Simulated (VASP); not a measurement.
# MgTi3N (Pm-3m) in VASP: single point with PBE

Aim: the single point of MgTi3N with PBE.

Program: VASP 6.6.1. These are calculated values, not measurements. Logs are shortened: lines on timing, memory, paths and dates and some standing lists are left out, and cuts for length are marked.

## 1. The cell of the first run

It takes space group Pm-3m (No. 221, cubic). The conventional cell has a = 4.176 Å, b = 4.176 Å, c = 4.176 Å, α = 90.00°, β = 90.00°, γ = 90.00°. Mg (site symmetry m-3m) has 12 Ti at 2.95 Å and 8 N at 3.62 Å within 3.9 Å. Within 2.8 Å of Ti (site symmetry 4/mmm) lie 2 N at 2.09 Å. Within 2.8 Å of N (site symmetry m-3m) lie 6 Ti at 2.09 Å.

## 2. Single point, PBE, collinear spin, ferromagnetic start

INCAR reads:

```
SYSTEM = MgTi3N
PREC     = Accurate       ! precision mode
ENCUT    = 520            ! plane-wave cutoff, eV
EDIFF    = 1E-6           ! SCF threshold, eV
ISMEAR   = 0              ! smearing method
SIGMA    = 0.1            ! smearing width, eV
LREAL    = .False.        ! projectors in reciprocal space
LASPH    = .True.         ! aspherical terms in the spheres
NELM     = 150            ! most SCF steps
ALGO     = Normal         ! electronic algorithm
ISIF     = 2              ! what is computed and relaxed
LWAVE    = .False.        ! write WAVECAR
LCHARG   = .False.        ! write CHGCAR
ISPIN    = 2              ! spin polarisation
MAGMOM   = 0 1 1 1 0      ! initial moments
LORBIT   = 11             ! projections on sites
LMAXMIX  = 4              ! l up to which the mixer works
GGA      = PE             ! functional
NBANDS   = 34             ! bands
```

KPOINTS reads:

```
Automatic mesh
0
Gamma
  4 4 4
  0 0 0
```

POSCAR reads:

```
MgTi3N
1.0
    4.1760022000      0.0000000000      0.0000000000
    0.0000000000      4.1760022000      0.0000000000
    0.0000000000      0.0000000000      4.1760022000
Mg Ti N
1 3 1
Direct
    0.5000000000      0.5000000000      0.5000000000
    0.5000000000      0.0000000000      0.0000000000
    0.0000000000      0.5000000000      0.0000000000
    0.0000000000      0.0000000000      0.5000000000
    0.0000000000      0.0000000000      0.0000000000
```

Potentials or basis: VASP PAW PBE potentials, release 64 (Mg, Ti_sv, N).

Started as:

```bash
$ cat potpaw_PBE.64/Mg/POTCAR potpaw_PBE.64/Ti_sv/POTCAR potpaw_PBE.64/N/POTCAR > POTCAR
$ mpirun -np 1 vasp_std > vasp.out
```

OUTCAR:

```text
SYSTEM = MgTi3N
   PREC = Accurate
   ENCUT = 520
   EDIFF = 1E-6
   ISMEAR = 0
   LREAL = .False.
   LASPH = .True.
   NELM = 150
   ISIF = 2
   ISPIN = 2
   LORBIT = 11
   GGA = PE

 ion  position               nearest neighbor table
   1  0.500  0.500  0.500-   2 2.95   3 2.95   4 2.95   2 2.95   3 2.95   2 2.95   4 2.95   2 2.95
                             3 2.95   4 2.95   3 2.95   4 2.95
   2  0.500  0.000  0.000-   5 2.09   5 2.09   1 2.95   1 2.95   1 2.95   1 2.95
   3  0.000  0.500  0.000-   5 2.09   5 2.09   1 2.95   1 2.95   1 2.95   1 2.95
   4  0.000  0.000  0.500-   5 2.09   5 2.09   1 2.95   1 2.95   1 2.95   1 2.95
   5  0.000  0.000  0.000-   2 2.09   3 2.09   4 2.09   4 2.09   3 2.09   2 2.09

  LATTYP: Found a simple cubic cell.
 ALAT       =     4.1760022000

  Lattice vectors:

 A1 = (   4.1760022000,   0.0000000000,   0.0000000000)
 A2 = (   0.0000000000,   4.1760022000,   0.0000000000)
 A3 = (   0.0000000000,   0.0000000000,   4.1760022000)

Analysis of symmetry for initial positions (statically):
=====================================================================
 Subroutine PRICEL returns:
 Original cell was already a primitive cell.

 Routine SETGRP: Setting up the symmetry group for a
 simple cubic supercell.

 Subroutine GETGRP returns: Found 48 space group operations
 (whereof 48 operations were pure point group operations)
 out of a pool of 48 trial point group operations.

The static configuration has the point symmetry O_h .

Analysis of symmetry for dynamics (positions and initial velocities):
=====================================================================
 Subroutine PRICEL returns:
 Original cell was already a primitive cell.

 Routine SETGRP: Setting up the symmetry group for a
 simple cubic supercell.

 Subroutine GETGRP returns: Found 48 space group operations
 (whereof 48 operations were pure point group operations)
 out of a pool of 48 trial point group operations.

The dynamic configuration has the point symmetry O_h .

Analysis of structural, dynamic, and magnetic symmetry:
=====================================================================
 Subroutine PRICEL returns:
 Original cell was already a primitive cell.

 Routine SETGRP: Setting up the symmetry group for a
 simple cubic supercell.

 Subroutine GETGRP returns: Found 48 space group operations
[... 122 lines left out ...]
   IVDW    =     0    specifies the selected vdW correction
   LEPSILON=     F    determine dielectric tensor
   LRPA    =     F    only Hartree local field effects (RPA)
 spin polarized calculation
 Gauss-broadening in eV      SIGMA  =   0.10
  energy-cutoff  :      520.00
  volume of cell :       72.83
 maximum number of plane-waves:      1984
 NGX is ok and might be reduce to    32
   NGX = 15   NGY = 15   NGZ = 15

 number of electron      42.9999983 magnetization      -0.0044603

 number of electron      42.9999983 magnetization       0.0005428

 Free energy of the ion-electron system (eV)
  ---------------------------------------------------
  ext. energy  EPLUGINS =         0.00000000
  ---------------------------------------------------
  free energy    TOTEN  =       -36.93707719 eV

  energy without entropy =      -36.91961077  energy(sigma->0) =      -36.92834398

 E-fermi :   7.6290     XC(G=0): -11.2822

 val. band max:        7.5623737260   @ k =   0.5000   0.5000   0.5000
 cond. band min:       7.7318336118   @ k =   0.5000   0.2500   0.2500
 fundamental gap:      0.1694598858
 Fermi energy:         7.6289626307

 spin component 1

 k-point     1 :       0.0000    0.0000    0.0000
  band No.  band energies     occupation
      1     -49.3553      1.00000
      2     -49.2462      1.00000
      3     -49.2462      1.00000
      4     -25.7978      1.00000
      5     -25.7978      1.00000
      6     -25.7978      1.00000
[... 349 lines left out ...]
     32      12.1643      0.00000
     33      12.1643      0.00000
 Fermi energy:         7.6289626307

 spin component 2

 k-point     1 :       0.0000    0.0000    0.0000
  band No.  band energies     occupation
      1     -49.3552      1.00000
      2     -49.2460      1.00000
      3     -49.2460      1.00000
      4     -25.7976      1.00000
      5     -25.7976      1.00000
      6     -25.7976      1.00000
[... 349 lines left out ...]
     32      12.1644      0.00000
     33      12.1644      0.00000
 [bands above 33 left out]

------------------------ aborting loop because EDIFF is reached ----------------------------------------

  FORCE on cell =-STRESS in cart. coord.  units (eV):
  Direction    XX          YY          ZZ          XY          YZ          ZX
  --------------------------------------------------------------------------------------
  -------------------------------------------------------------------------------------
  Total        0.8779693      0.8779693      0.8779693      0.0000000      0.0000000     -0.0000000
  in kB       19.3155801     19.3155801     19.3155801      0.0000000      0.0000000     -0.0000000
  external PRESSURE =      19.3155801 kB  Pullay stress =       0.0000000 kB

 VOLUME and BASIS-vectors are now :
 -----------------------------------------------------------------------------
  energy-cutoff  :      520.00
  volume of cell :       72.83
      direct lattice vectors                 reciprocal lattice vectors
     4.176002200  0.000000000  0.000000000     0.239463475  0.000000000  0.000000000
     0.000000000  4.176002200  0.000000000     0.000000000  0.239463475  0.000000000
     0.000000000  0.000000000  4.176002200     0.000000000  0.000000000  0.239463475

 POSITION                                       TOTAL-FORCE (eV/Angst)
 -----------------------------------------------------------------------------------
      2.08800      2.08800      2.08800         0.000000      0.000000      0.000000
      2.08800      0.00000      0.00000         0.000000      0.000000      0.000000
      0.00000      2.08800      0.00000         0.000000      0.000000      0.000000
      0.00000      0.00000      2.08800         0.000000      0.000000      0.000000
      0.00000      0.00000      0.00000         0.000000      0.000000      0.000000
 -----------------------------------------------------------------------------------
    total drift:                                0.000000      0.000000     -0.000000

  FREE ENERGIE OF THE ION-ELECTRON SYSTEM (eV)
  ---------------------------------------------------
  free  energy   TOTEN  =       -36.9370771877 eV

  energy  without entropy=      -36.9196107746  energy(sigma->0) =      -36.92834398

 total charge

# of ion       s       p       d       tot
------------------------------------------
    1        0.225   0.206   0.021   0.453
    2        2.193   6.157   1.936  10.286
    3        2.193   6.157   1.936  10.286
    4        2.193   6.157   1.936  10.286
    5        1.254   2.494   0.000   3.749
--------------------------------------------------
tot          8.058  21.172   5.829  35.059

 magnetization (x)

# of ion       s       p       d       tot
------------------------------------------
    1       -0.000  -0.000   0.000  -0.000
    2        0.000   0.000   0.000   0.000
    3        0.000   0.000   0.000   0.000
    4        0.000   0.000   0.000   0.000
    5       -0.000  -0.000   0.000  -0.000
--------------------------------------------------
tot          0.000  -0.000   0.000   0.000
```

OSZICAR:

```text
N       E                     dE             d eps       ncg     rms          rms(c)
DAV:   1     0.542460988348E+03    0.54246E+03   -0.20894E+04  1360   0.148E+03
DAV:   2     0.286555599905E+02   -0.51381E+03   -0.49346E+03  1384   0.463E+02
DAV:   3    -0.366249538518E+02   -0.65281E+02   -0.63427E+02  2076   0.146E+02
DAV:   4    -0.441572749584E+02   -0.75323E+01   -0.74463E+01  2042   0.446E+01
DAV:   5    -0.444902840205E+02   -0.33301E+00   -0.33285E+00  1906   0.829E+00    0.231E+01
DAV:   6    -0.369170876421E+02    0.75732E+01   -0.38188E+01  1858   0.457E+01    0.626E+00
DAV:   7    -0.369560519750E+02   -0.38964E-01   -0.44111E+00  1660   0.120E+01    0.468E+00
DAV:   8    -0.369345792509E+02    0.21473E-01   -0.45939E-01  1802   0.337E+00    0.194E+00
DAV:   9    -0.369337722856E+02    0.80697E-03   -0.59175E-02  1982   0.137E+00    0.989E-01
DAV:  10    -0.369368875014E+02   -0.31152E-02   -0.13070E-02  1740   0.785E-01    0.569E-01
DAV:  11    -0.369370832168E+02   -0.19572E-03   -0.93528E-03  1536   0.556E-01    0.154E-01
DAV:  12    -0.369371100901E+02   -0.26873E-04   -0.60496E-04  1874   0.170E-01    0.813E-02
DAV:  13    -0.369370766750E+02    0.33415E-04   -0.11912E-04  1712   0.533E-02    0.192E-02
DAV:  14    -0.369370777585E+02   -0.10835E-05   -0.11804E-05  1854   0.229E-02    0.905E-03
DAV:  15    -0.369370771877E+02    0.57075E-06   -0.19735E-06  1054   0.998E-03
   1 F= -.36937077E+02 E0= -.36928344E+02  d E =-.174664E-01  mag=     0.0001
```

stdout:

```text
POSCAR found type information on POSCAR MgTiN
 POSCAR found :  3 types and       5 ions
 scaLAPACK will be used
 LDA part: xc-table for (Slater+PW92), standard interpolation
 POSCAR, INCAR and KPOINTS ok, starting setup
 FFT: planning ... GRIDC
 FFT: planning ... GRID_SOFT
 FFT: planning ... GRID
 WAVECAR not read
 entering main loop
```

It took 26 s on 1 thread of AMD EPYC 9R45 (Zen 5), shared host; peak memory 0.18 GiB.

Results:

```yaml
Free_energy: -36.9371 eV
Pressure: 1.9 GPa
Net_moment: 0.00 μB per cell
Valence_electrons_inside_the_program's_atomic_spheres: Mg 0.45; Ti 10.29; N 3.75
```

Caveat: the k points lie up to 0.38 Å⁻¹ apart.
